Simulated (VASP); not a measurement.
Input of a VASP 6.6.1 run:

Contents of INCAR:

```
SYSTEM = LaB6
ALGO     = Normal         ! electronic algorithm
EDIFF    = 1E-6           ! SCF threshold, eV
ENCUT    = 520            ! plane-wave cutoff, eV
GGA      = PE             ! functional
ISIF     = 2              ! what is computed and relaxed
ISMEAR   = 0              ! smearing method
LASPH    = .True.         ! aspherical terms in the spheres
LCHARG   = .True.         ! write CHGCAR
LELF     = .True.         ! ELF
LREAL    = .False.        ! projectors in reciprocal space
LVHAR    = .True.       
LWAVE    = .False.        ! write WAVECAR
NBANDS   = 24             ! bands
NELM     = 80             ! most SCF steps
PREC     = Accurate       ! precision mode
SIGMA    = 0.05           ! smearing width, eV
```

File KPOINTS:

```
k-points
0
Gamma
  8 8 8
  0 0 0
```

POSCAR

```
LaB6
1.0
    4.1549734142      0.0000000000      0.0000000000
    0.0000000000      4.0718739459      0.0000000000
    0.0000000000      0.0000000000      4.1549734142
La B
1 6
Direct
    0.0000000000      0.0000000000      0.0000000000
    0.1998455931      0.5000000000      0.5000000000
    0.8001544069      0.5000000000      0.5000000000
    0.5000000000      0.5000000000      0.1998455931
    0.5000000000      0.5000000000      0.8001544069
    0.5000000000      0.1998455931      0.5000000000
    0.5000000000      0.8001544069      0.5000000000
```

Potentials or basis: VASP PAW PBE potentials, release 64 (La, B).

Run with:

```sh
$ cat potpaw_PBE.64/La/POTCAR potpaw_PBE.64/B/POTCAR > POTCAR
$ mpirun -np 1 vasp_std > vasp.out
```

Problem. What does it give for the band gap on the k mesh?

Solution. Zero (an odd number of electrons rules out a gap without spin polarisation).

Problem. Estimate the largest force.

Solution. 0.103 eV/Å.

Forces in eV/Å, atoms in the order of the input:
```
La   0.000  0.000  0.000
B   -0.082  0.000  0.000
B    0.082  0.000  0.000
B    0.000  0.000 -0.082
B    0.000  0.000  0.082
B    0.000 -0.103  0.000
B    0.000  0.103  0.000
```

Caveat: spin-orbit coupling is left out, which moves the levels of the heavy elements.
